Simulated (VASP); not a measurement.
Al30Si (a cell with a defect), 31 atoms in the cell. The cell holds a defect, 31 atoms: a = 8.100 Å, b = 8.100 Å, c = 8.100 Å, α = 90.00°, β = 90.00°, γ = 90.00°. 

| Quantity | Value |
| --- | --- |
| Program | VASP 6.6.1 |
| Task | single point |
| Functional | PBE |
| Dispersion | D3(BJ) |
| Potentials or basis | VASP PAW PBE potentials, release 64 (Al, Si) |
| Cutoff | 520 eV |
| k mesh | 3 × 3 × 3 |
| Occupations | gaussian, width 0.15 eV |
| Spin | no spin polarisation |
| Dipole correction | no |
| Further INCAR settings | LREAL = Auto; ALGO = Normal; EDIFF = 1e-06; NBANDS = 68 |

Potentials or basis: VASP PAW PBE potentials, release 64 (Al, Si).

Launch:

```console
$ cat potpaw_PBE.64/Al/POTCAR potpaw_PBE.64/Si/POTCAR > POTCAR
$ mpirun -np 1 vasp_std > vasp.out
```

Hardware: 1 thread of Oxide Virtual Turin-like Processor (shared host).

Problem. How long does it take, and how much memory?

Solution. It took 17 min on 1 thread of Oxide Virtual Turin-like Processor, on a shared host, peak memory 0.61 GiB. Counts: scf iterations 13, k points 14.
